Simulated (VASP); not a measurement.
# AlSi2B4 (C2/m) in VASP: a series of runs, part 2 of 2

VASP 6.6.1. Earlier steps stand in the parts before.

## 3. Single point, PBE

This run uses another cell than the first one, of 10.09 Å³/atom.

INCAR

```
PREC = Accurate
ENCUT = 520
EDIFF = 1E-7
ISMEAR = 0
SIGMA = 0.1
LREAL = False
LASPH = True
NELM = 60
ALGO = Normal
ISIF = 2
LWAVE = False
LCHARG = False
GGA = PE
NBANDS = 20
```

KPOINTS

```
Automatic mesh
0
Gamma
  6 6 4
```

POSCAR

```
AlSi2B4
1.0
    3.1554089605     -3.1728205469     -0.0739174066
    3.1554089605      3.1728205469     -0.0739174066
   -3.0186305063      0.0000000000      3.5992111198
Al Si B
1 2 4
Direct
    0.0000000000      0.0000000000      0.0000000000
    0.6542895900      0.6542895900      0.3129248095
    0.3457104100      0.3457104100      0.6870751905
    0.0000000000      0.5000000000      0.0000000000
    0.2502987870      0.7497012130      0.5000000000
    0.5000000000      0.0000000000      0.0000000000
    0.7497012130      0.2502987870      0.5000000000
```

Potentials or basis: VASP PAW PBE potentials, release 64 (Al, Si, B).

Started as:

```sh
> cat potpaw_PBE.64/Al/POTCAR potpaw_PBE.64/Si/POTCAR potpaw_PBE.64/B/POTCAR > POTCAR
> mpirun -np 1 vasp_std > vasp.out
```

OUTCAR:

```text
PREC = Accurate
   ENCUT = 520
   EDIFF = 1E-7
   ISMEAR = 0
   LREAL = False
   LASPH = True
   NELM = 60
   ISIF = 2
   GGA = PE

 ion  position               nearest neighbor table
   1  0.000  0.000  0.000-   4 2.24   6 2.24   4 2.24   6 2.24   3 2.42   2 2.42
   2  0.654  0.654  0.313-   3 2.21   7 2.32   5 2.32   7 2.35   5 2.35   1 2.42   4 2.49   6 2.49
                             6 2.50   4 2.50
   3  0.346  0.346  0.687-   2 2.21   5 2.32   7 2.32   5 2.35   7 2.35   1 2.42   4 2.49   6 2.49
                             4 2.50   6 2.50
   4  0.000  0.500  0.000-   5 1.76   7 1.76   1 2.24   1 2.24   3 2.49   2 2.49   2 2.50   3 2.50

[... 769 lines left out ...]
  Total       -0.1210561     -0.0255953     -0.0804086      0.0000000      0.0000000      0.0393382
  in kB       -2.7452131     -0.5804297     -1.8234414      0.0000000      0.0000000      0.8920795
  external PRESSURE =      -1.7163614 kB  Pullay stress =       0.0000000 kB

 VOLUME and BASIS-vectors are now :
 -----------------------------------------------------------------------------
  energy-cutoff  :      520.00
  volume of cell :       70.65
      direct lattice vectors                 reciprocal lattice vectors
     3.155408960 -3.172820547 -0.073917407     0.161633664 -0.157588490  0.135560903
     3.155408960  3.172820547 -0.073917407     0.161633664  0.157588490  0.135560903
    -3.018630506  0.000000000  3.599211120     0.006638978  0.000000000  0.283406721

 POSITION                                       TOTAL-FORCE (eV/Angst)
 -----------------------------------------------------------------------------------
      0.00000      0.00000      0.00000        -0.000000      0.000000     -0.000000
      3.18450      0.00000      1.02956         0.002332      0.000000     -0.026479
      0.10769      0.00000      2.42182        -0.002332      0.000000      0.026479
      1.57770      1.58641     -0.03696        -0.000000      0.000000     -0.000000
      1.64609      1.58451      1.72569         0.000000     -0.001994     -0.000000
      1.57770     -1.58641     -0.03696        -0.000000     -0.000000     -0.000000
      1.64609     -1.58451      1.72569        -0.000000      0.001994     -0.000000
 -----------------------------------------------------------------------------------
    total drift:                                0.000000     -0.000000     -0.000000

  FREE ENERGIE OF THE ION-ELECTRON SYSTEM (eV)
  ---------------------------------------------------
  free  energy   TOTEN  =       -36.9798897932 eV

  energy  without entropy=      -36.9721605620  energy(sigma->0) =      -36.97602518
```

OSZICAR:

```text
N       E                     dE             d eps       ncg     rms          rms(c)
DAV:   1     0.385114085983E+02    0.38511E+02   -0.93829E+03  1880   0.960E+02
DAV:   2    -0.351722378178E+02   -0.73684E+02   -0.70310E+02  2404   0.168E+02
DAV:   3    -0.383484878194E+02   -0.31763E+01   -0.31455E+01  2484   0.300E+01
DAV:   4    -0.383718100505E+02   -0.23322E-01   -0.23301E-01  2384   0.284E+00
DAV:   5    -0.383719735124E+02   -0.16346E-03   -0.16344E-03  2336   0.252E-01    0.775E+00
DAV:   6    -0.370907096640E+02    0.12813E+01   -0.26524E+00  2156   0.769E+00    0.426E+00
DAV:   7    -0.369895292775E+02    0.10118E+00   -0.56685E-01  2448   0.371E+00    0.155E+00
DAV:   8    -0.369804293487E+02    0.90999E-02   -0.30229E-02  2248   0.100E+00    0.411E-01
DAV:   9    -0.369798897693E+02    0.53958E-03   -0.24574E-03  2312   0.297E-01    0.129E-01
DAV:  10    -0.369798903739E+02   -0.60466E-06   -0.20538E-04  2316   0.867E-02    0.480E-02
DAV:  11    -0.369798904526E+02   -0.78670E-07   -0.18474E-05  2308   0.268E-02    0.127E-02
DAV:  12    -0.369798897740E+02    0.67862E-06   -0.30427E-06  2344   0.897E-03    0.393E-03
DAV:  13    -0.369798897932E+02   -0.19247E-07   -0.26244E-07  1924   0.290E-03
   1 F= -.36979890E+02 E0= -.36976025E+02  d E =-.772923E-02
```

Wall time 98 s (1 thread of Intel Xeon 8259CL, shared host); peak memory 0.23 GiB.

What came out:

| Property | Result |
| --- | --- |
| Free energy | -36.9799 eV |
| Pressure | -0.2 GPa |
| Largest force | 0.027 eV/Å |
| Band gap on the k mesh | zero (an odd number of electrons rules out a gap without spin polarisation) |

Forces on the atoms (eV/Å):
```
Al   0.000  0.000  0.000
Si   0.002  0.000 -0.026
Si  -0.002  0.000  0.026
B    0.000  0.000  0.000
B    0.000 -0.002  0.000
B    0.000  0.000  0.000
B    0.000  0.002  0.000
```

Stress tensor (GPa, compression positive):
```
-0.27  0.00  0.09
 0.00 -0.06  0.00
 0.09  0.00 -0.18
```

Levels at points of the mesh, in eV from the Fermi level:
```
           k point  band 9  band 10  band 11  band 12  band 13  band 14
(0.00, 0.00, 0.00)   -5.13    -4.98    -3.22    -3.12    -3.07    -0.64
(0.50, 0.00, 0.00)   -3.09    -1.70    -0.60     0.28     0.36     0.70
(0.50, 0.50, 0.00)   -1.46     0.19     1.12     1.13     1.20     2.07
(0.00, 0.00, 0.50)   -1.01    -0.90    -0.58    -0.54    -0.33     1.83
(0.50, 0.00, 0.50)   -3.00    -1.63    -0.47     0.30     0.37     0.52
(0.50, 0.50, 0.50)   -1.43     0.20     1.16     1.19     1.27     2.00
```

Caveat: the k points lie up to 0.37 Å⁻¹ apart, too coarse for converged energies and pressures of a metal.
